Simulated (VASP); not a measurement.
## Si3Ni: single point with PBE

Si3Ni:

```
Si Ni
1.0
     3.74379    0.00000    0.00000
     0.00000    3.74379    0.00000
     0.00000    0.00000    3.74379
Si Ni
3 1
Direct
  0.50000 0.00000 0.00000
  0.00000 0.50000 0.00000
  0.00000 0.00000 0.50000
  0.50000 0.50000 0.50000
```

The cell was generated, and may not be a known phase.

```
Program             : VASP 6.6.1
Task                : single point
Functional          : PBE
Potentials or basis : VASP PAW PBE potentials, release 64 (Si, Ni)
Cutoff              : 520 eV
k mesh              : 12 × 12 × 12
Occupations         : gaussian, width 0.1 eV
Spin                : collinear spin, ferromagnetic start
Starting moments    : [0.0, 0.0, 0.0, 0.37] μB
```

```yaml
Pressure: 0.0 GPa
Band_gap_on_the_k_mesh: zero (filled and empty bands overlap)
Net_moment: 0.00 μB per cell
Valence_electrons_inside_the_program's_atomic_spheres: Si 1.55; Ni 9.31
```

Levels at points of the mesh, in eV from the Fermi level:
Spin up:
| k point | band 8 | band 9 | band 10 | band 11 | band 12 | band 13 | band 14 | band 15 |
| --- | --- | --- | --- | --- | --- | --- | --- | --- |
| (0.00, 0.00, 0.00) | -2.22 | -2.22 | -0.97 | -0.27 | -0.27 | 3.88 | 3.88 | 3.88 |
| (0.50, 0.00, 0.00) | -1.89 | -1.30 | -1.30 | -0.47 | -0.33 | -0.33 | 1.99 | 2.00 |
| (0.50, 0.50, 0.00) | -1.87 | -1.81 | -0.88 | 1.35 | 1.66 | 1.66 | 1.92 | 1.92 |
| (0.50, 0.50, 0.50) | -2.12 | -1.78 | -1.78 | -1.02 | -1.02 | -1.02 | 9.54 | 9.54 |
Spin down:
```csv
k point,band 8,band 9,band 10,band 11,band 12,band 13,band 14,band 15
"(0.00, 0.00, 0.00)",-2.22,-2.22,-0.97,-0.27,-0.27,3.88,3.88,3.88
"(0.50, 0.00, 0.00)",-1.89,-1.30,-1.30,-0.47,-0.33,-0.33,1.99,2.00
"(0.50, 0.50, 0.00)",-1.87,-1.81,-0.88,1.35,1.66,1.66,1.92,1.92
"(0.50, 0.50, 0.50)",-2.12,-1.78,-1.78,-1.02,-1.02,-1.02,9.54,9.54
```

Wall time 4.2 min on 1 thread of Intel Xeon 8259CL, with other jobs on the host, peak memory 0.28 GiB.
